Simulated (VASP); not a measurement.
# InSe in VASP: single point with PBE+D3(BJ)

Aim: the single point of InSe with PBE+D3(BJ).

Program: VASP 6.6.1. These are calculated values, not measurements. Logs are shortened: lines on timing, memory, paths and dates and some standing lists are left out, and cuts for length are marked.

### Step 1. The cell of the first run

The cell holds a sheet with vacuum, 4 atoms: a = 4.000 Å, b = 4.000 Å, c = 34.560 Å, α = 90.00°, β = 90.00°, γ = 120.00°.

### Step 2. Single point, PBE+D3(BJ)

Contents of INCAR:

```
SYSTEM = InSe
PREC = Accurate
ENCUT = 520
EDIFF = 1E-6
ISMEAR = 0
SIGMA = 0.02
LREAL = .FALSE.
LASPH = .TRUE.
NELM = 60
ALGO = Normal
ISIF = 2
LWAVE = .FALSE.
LCHARG = .FALSE.
LDIPOL = .TRUE.
IDIPOL = 3
DIPOL = 0.5 0.5 0.338
GGA = PE
IVDW = 12
NBANDS = 27
```

Contents of KPOINTS:

```
Automatic mesh
0
G
  10 10 1
  0 0 0
```

Contents of POSCAR:

```
InSe
1.0
    4.0000000000      0.0000000000      0.0000000000
   -2.0000000000      3.4641016151      0.0000000000
    0.0000000000      0.0000000000     34.5600000019
Se In
2 2
Direct
    0.3333333333      0.6666666667      0.2599613187
    0.3333333333      0.6666666667      0.4165433109
    0.0000000000      0.0000000000      0.2978622016
    0.0000000000      0.0000000000      0.3786424280
```

Potentials or basis: VASP PAW PBE potentials, release 64 (Se, In_d).

On the command line:

```console
> cat potpaw_PBE.64/Se/POTCAR potpaw_PBE.64/In_d/POTCAR > POTCAR
> mpirun -np 1 vasp_std > vasp.out
```

OUTCAR:

```text
SYSTEM = InSe
   PREC = Accurate
   ENCUT = 520
   EDIFF = 1E-6
   ISMEAR = 0
   LREAL = .FALSE.
   LASPH = .TRUE.
   NELM = 60
   ISIF = 2
   GGA = PE
   IVDW = 12
 IVDW          = 12

 ion  position               nearest neighbor table
   1  0.333  0.667  0.260-   3 2.66   3 2.66   3 2.66
   2  0.333  0.667  0.417-   4 2.66   4 2.66   4 2.66
   3  0.000  0.000  0.298-   1 2.66   1 2.66   1 2.66   4 2.79
   4  0.000  0.000  0.379-   2 2.66   2 2.66   2 2.66   3 2.79

  LATTYP: Found a hexagonal cell.
 ALAT       =     4.0000000000
 C/A-ratio  =     8.6400000005

  Lattice vectors:

 A1 = (   4.0000000000,   0.0000000000,   0.0000000000)
 A2 = (  -2.0000000000,   3.4641016151,   0.0000000000)
 A3 = (   0.0000000000,   0.0000000000,  34.5600000019)

Analysis of symmetry for initial positions (statically):
=====================================================================
 Subroutine PRICEL returns:
 Original cell was already a primitive cell.

 Routine SETGRP: Setting up the symmetry group for a
 hexagonal supercell.

 Subroutine GETGRP returns: Found 12 space group operations
 (whereof  6 operations were pure point group operations)
 out of a pool of 24 trial point group operations.

The static configuration has the point symmetry C_3v.
 The point group associated with its full space group is D_3h.

Analysis of symmetry for dynamics (positions and initial velocities):
=====================================================================
 Subroutine PRICEL returns:
 Original cell was already a primitive cell.

 Routine SETGRP: Setting up the symmetry group for a
 hexagonal supercell.

 Subroutine GETGRP returns: Found 12 space group operations
 (whereof  6 operations were pure point group operations)
 out of a pool of 24 trial point group operations.

The dynamic configuration has the point symmetry C_3v.
 The point group associated with its full space group is D_3h.

 Subroutine INISYM returns: Found 12 space group operations
 (whereof  6 operations are pure point group operations),
 and found     1 'primitive' translations

----------------------------------------------------------------------------------------

                                     Primitive cell

  volume of cell :     478.8774

  direct lattice vectors                    reciprocal lattice vectors
     4.000000000  0.000000000  0.000000000     0.250000000  0.144337567  0.000000000
    -2.000000000  3.464101615  0.000000000     0.000000000  0.288675135  0.000000000
     0.000000000  0.000000000 34.560000002     0.000000000  0.000000000  0.028935185

  length of vectors
     4.000000000  4.000000000 34.560000002     0.288675135  0.288675135  0.028935185

  position of ions in fractional coordinates (direct lattice)
     0.333333333  0.666666667  0.259961319
     0.333333333  0.666666667  0.416543311
     0.000000000  0.000000000  0.297862202
     0.000000000  0.000000000  0.378642428

  ion indices of the primitive-cell ions
   primitive index   ion index
                 1           1
                 2           2
                 3           3
                 4           4

----------------------------------------------------------------------------------------

 KPOINTS: Automatic mesh

Automatic generation of k-mesh.
 Grid dimensions read from file:
 generate k-points for:   10   10    1

 Generating k-lattice:

  Cartesian coordinates                     Fractional coordinates (reciprocal lattice)
     0.025000000  0.014433757  0.000000000     0.100000000 -0.000000000  0.000000000
     0.000000000  0.028867513  0.000000000     0.000000000  0.100000000  0.000000000
     0.000000000  0.000000000  0.028935185     0.000000000  0.000000000  1.000000000

  Length of vectors
     0.028867513  0.028867513  0.028935185

  Shift w.r.t. Gamma in fractional coordinates (k-lattice)
     0.000000000  0.000000000  0.000000000

 Subroutine IBZKPT returns following result:
 ===========================================

 Found     14 irreducible k-points:

 Following reciprocal coordinates:
            Coordinates               Weight
  0.000000  0.000000  0.000000      1.000000
  0.100000  0.000000  0.000000      6.000000
  0.200000  0.000000  0.000000      6.000000
  0.300000  0.000000  0.000000      6.000000
  0.400000  0.000000  0.000000      6.000000
  0.500000  0.000000  0.000000      3.000000
  0.100000  0.100000  0.000000      6.000000
  0.200000  0.100000  0.000000     12.000000
  0.300000  0.100000  0.000000     12.000000
  0.400000  0.100000  0.000000     12.000000
  0.200000  0.200000  0.000000      6.000000
  0.300000  0.200000  0.000000     12.000000
  0.400000  0.200000  0.000000      6.000000
  0.300000  0.300000  0.000000      6.000000
   k-points           NKPTS =     14   k-points in BZ     NKDIM =     14   number of bands    NBANDS=     27
   number of dos      NEDOS =    301   number of ions     NIONS =      4
   total plane-waves  NPLWV = 243000
   dimension x,y,z NGX =    30 NGY =   30 NGZ =  270
   dimension x,y,z NGXF=    60 NGYF=   60 NGZF=  540
   ions per type =               2   2
   NGX,Y,Z   is equivalent  to a cutoff of  12.47, 12.47, 12.99 a.u.
   NGXF,Y,Z  is equivalent  to a cutoff of  24.94, 24.94, 25.98 a.u.
 SYSTEM =  InSe
   PREC   = accura    normal or accurate (medium, high low for compatibility)
   ISTART =      0    job   : 0-new  1-cont  2-samecut
   ICHARG =      2    charge: 1-file 2-atom 10-const
   ISPIN  =      1    spin polarized calculation?
   LNONCOLLINEAR =      F non collinear calculations
   LSORBIT =      F    spin-orbit coupling
   LASPH  =      T    aspherical Exc in radial PAW
   ENCUT  =  520.0 eV  38.22 Ry    6.18 a.u.   7.44  7.44 64.26*2*pi/ulx,y,z
   NELM   =     60;   NELMIN=  2; NELMDL= -5     # of ELM steps
   EDIFF  = 0.1E-05   stopping-criterion for ELM
   LREAL  =      F    real-space projection
   EDIFFG = 0.1E-04   stopping-criterion for IOM
   NSW    =      0    number of steps for IOM
   IBRION =     -1    ionic relax: 0-MD 1-quasi-New 2-CG
   NFREE  =      0    steps in history (QN), initial steepest desc. (CG)
   ISIF   =      2    stress and relaxation
   ISYM   =      2    0-nonsym 1-usesym 2-fastsym
   POTIM  = 0.5000    time-step for ionic-motion
   TEBEG  =    0.0;   TEEND  =   0.0 temperature during run
   PSTRESS=    0.0 pullay stress
   NELECT =      38.0000    total number of electrons
   NUPDOWN=      -1.0000    fix difference up-down
   EMIN   =  10.00;   EMAX   =-10.00  energy-range for DOS
   EFERMI =   0.00;   METHOD = LEGACY
   ISMEAR =     0;   SIGMA  =   0.02  broadening in eV -4-tet -1-fermi 0-gaus
   EFERMI_NEDOS =   21; number of points for ismear=-14 and -15
   IALGO  =     38    algorithm
   IMIX   =      4    mixing-type and parameters
     AMIX     =   0.40;   BMIX     =  1.00
     AMIX_MAG =   1.60;   BMIX_MAG =  1.00
  volume/ion in A,a.u.               =     119.72       807.91
  Fermi-wavevector in a.u.,A,eV,Ry     =   0.703495  1.329413  6.733601  0.494906
  Thomas-Fermi vector in A             =   1.788482
   LORBIT       =      0    0 simple, 1 ext, 2 COOP (PROOUT), +10 PAW based schemes
   GGA     = PE    functional components
   LHFCALC =     F    Hartree Fock is set to
   AEXX    =    0.0000 exact exchange contribution
   IVDW    =    12    specifies the selected vdW correction
   LEPSILON=     F    determine dielectric tensor
   LRPA    =     F    only Hartree local field effects (RPA)
 non-spin polarized calculation
 Gauss-broadening in eV      SIGMA  =   0.02
  energy-cutoff  :      520.00
  volume of cell :      478.88
 maximum number of plane-waves:     12987
 NGX is ok and might be reduce to    30
   NGX = 15   NGY = 15   NGZ =129

 dipolmoment           0.000000      0.000000     -0.000003 electrons x Angstroem

 number of electron      37.9999992 magnetization

 dipolmoment           0.000000      0.000000      0.000004 electrons x Angstroem

 Free energy of the ion-electron system (eV)
  ---------------------------------------------------
  ext. energy  EPLUGINS =         0.00000000
  ---------------------------------------------------
  free energy    TOTEN  =       -14.18958729 eV

  energy without entropy =      -14.18958729  energy(sigma->0) =      -14.18958729

 E-fermi :  -3.6232     XC(G=0):  -2.4887

 val. band max:       -3.7565483422   @ k =   0.1000   0.1000   0.0000
 cond. band min:      -2.0257692782   @ k =   0.0000   0.0000   0.0000
 fundamental gap:      1.7307790640
 Fermi energy:        -3.6231854622

 k-point     1 :       0.0000    0.0000    0.0000
  band No.  band energies     occupation
      1     -17.7273      2.00000
      2     -17.5443      2.00000
      3     -17.5443      2.00000
      4     -17.4622      2.00000
      5     -17.4622      2.00000
      6     -17.4536      2.00000
[... 19 lines left out ...]
     26       2.3176      0.00000
     27       2.4770      0.00000

 k-point     2 :       0.1000    0.0000    0.0000
  band No.  band energies     occupation
      1     -17.7266      2.00000
      2     -17.5791      2.00000
      3     -17.5427      2.00000
      4     -17.5001      2.00000
      5     -17.4563      2.00000
      6     -17.4550      2.00000
[... 19 lines left out ...]
     26       2.3258      0.00000
     27       2.4428      0.00000

 k-point     3 :       0.2000    0.0000    0.0000
  band No.  band energies     occupation
      1     -17.7348      2.00000
      2     -17.6449      2.00000
      3     -17.5840      2.00000
      4     -17.5403      2.00000
      5     -17.4633      2.00000
      6     -17.4361      2.00000
[... 294 lines left out ...]
      1     -17.8450      2.00000
      2     -17.7456      2.00000
      3     -17.6694      2.00000
      4     -17.5584      2.00000
      5     -17.4637      2.00000
      6     -17.4029      2.00000
[... 19 lines left out ...]
     26       3.9760      0.00000
     27       4.3853      0.00000

 k-point    14 :       0.3000    0.3000    0.0000
  band No.  band energies     occupation
      1     -17.8444      2.00000
      2     -17.7474      2.00000
      3     -17.6690      2.00000
      4     -17.5639      2.00000
      5     -17.4546      2.00000
      6     -17.4124      2.00000
[... 19 lines left out ...]
     26       4.0082      0.00000
     27       4.2451      0.00000

------------------------ aborting loop because EDIFF is reached ----------------------------------------

 vacuum level on the upper side and lower side of the slab       (xc-potential included)        -0.006        -0.006

 Edisp (eV)   -0.89713

 E8    (eV) :    -0.4328

  FORCE on cell =-STRESS in cart. coord.  units (eV):
  Direction    XX          YY          ZZ          XY          YZ          ZX
  --------------------------------------------------------------------------------------
  -------------------------------------------------------------------------------------
  Total       0.42335     0.42335     0.03788     0.00000     0.00000    -0.00000
  in kB       1.41640     1.41640     0.12673     0.00000     0.00000    -0.00000
  external pressure =        0.99 kB  Pullay stress =        0.00 kB

 VOLUME and BASIS-vectors are now :
 -----------------------------------------------------------------------------
  energy-cutoff  :      520.00
  volume of cell :      478.88
      direct lattice vectors                 reciprocal lattice vectors
     4.000000000  0.000000000  0.000000000     0.250000000  0.144337567  0.000000000
    -2.000000000  3.464101615  0.000000000     0.000000000  0.288675135  0.000000000
     0.000000000  0.000000000 34.560000002     0.000000000  0.000000000  0.028935185

 POSITION                                       TOTAL-FORCE (eV/Angst)
 -----------------------------------------------------------------------------------
     -0.00000      2.30940      8.98426         0.000000     -0.000000     -0.016372
     -0.00000      2.30940     14.39574         0.000000     -0.000000      0.016372
      0.00000      0.00000     10.29412         0.000000      0.000000      0.009969
      0.00000      0.00000     13.08588         0.000000      0.000000     -0.009969
 -----------------------------------------------------------------------------------
    total drift:                                0.000000      0.000000      0.000051

  FREE ENERGIE OF THE ION-ELECTRON SYSTEM (eV)
  ---------------------------------------------------
  free  energy   TOTEN  =       -15.0867221672 eV

  energy  without entropy=      -15.0867221672  energy(sigma->0) =      -15.08672217

 vacuum level on the upper side and lower side of the slab         2.264         2.264
```

Wall time 7.4 min (1 thread of AMD EPYC 7R43 (Zen 3), shared host); peak memory 0.55 GiB.

Results:

```
Free energy                : -15.0867 eV
Largest force              : 0.016 eV/Å
Band gap on the k mesh     : 1.73 eV, indirect (least direct gap 1.81 eV)
Dispersion energy per atom : -0.224 eV
```

Forces on the atoms (eV/Å):
```
Se   0.000  0.000 -0.016
Se   0.000  0.000  0.016
In   0.000  0.000  0.010
In   0.000  0.000 -0.010
```

Caveat: spin-orbit coupling is left out, which moves the levels of the heavy elements.
